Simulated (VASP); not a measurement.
Input of a VASP 6.6.1 run:

File INCAR:

```
PREC = Accurate ; ENCUT = 520
EDIFF = 1E-6 ; ISMEAR = 0
SIGMA = 0.15 ; LREAL = F
LASPH = T ; NELM = 80
ALGO = Fast ; ISIF = 2
LWAVE = F ; LCHARG = F
GGA = PS ; NBANDS = 33
```

The input KPOINTS:

```
Automatic mesh
0
Gamma
  12 12 10
```

POSCAR

```
SiNi2
1.0
    3.8684636537      0.0000000000      0.0000000000
   -1.9342318269      3.3501877977      0.0000000000
    0.0000000000      0.0000000000      4.9169852589
Si Ni
2 4
Direct
    0.3333333333      0.6666666667      0.7500000000
    0.6666666667      0.3333333333      0.2500000000
    0.0000000000      0.0000000000      0.0203376652
    0.0000000000      0.0000000000      0.5203376652
    0.3333333333      0.6666666667      0.2703376652
    0.6666666667      0.3333333333      0.7703376652
```

Potentials or basis: VASP PAW PBE potentials, release 64 (Si, Ni).

Command:

```console
$ cat potpaw_PBE.64/Si/POTCAR potpaw_PBE.64/Ni/POTCAR > POTCAR
$ mpirun -np 1 vasp_std > vasp.out
```

Problem. Estimate the band gap on the k mesh.

Solution. Zero (bands 24 and 25 overlap by 3.40 eV).

Problem. What does it give for the pressure?

Solution. 0.8 GPa.

Problem. What does it give for the largest force?

Solution. 0.294 eV/Å.

Forces on the atoms (eV/Å):
```
Si   0.000  0.000  0.294
Si   0.000  0.000  0.294
Ni   0.000  0.000 -0.141
Ni   0.000  0.000 -0.141
Ni   0.000  0.000 -0.153
Ni   0.000  0.000 -0.153
```

Caveat: the cell differs from its parent crystal (all Ni atoms moved -0.100 Å, as atom 3 towards its neighbour atom 4 (Ni) at 2.458 Å); the PAW data sets were made with another functional, which shifts forces and pressure a little. Spin polarisation is off, so any magnetic state and its effect on volume and gap are missing.
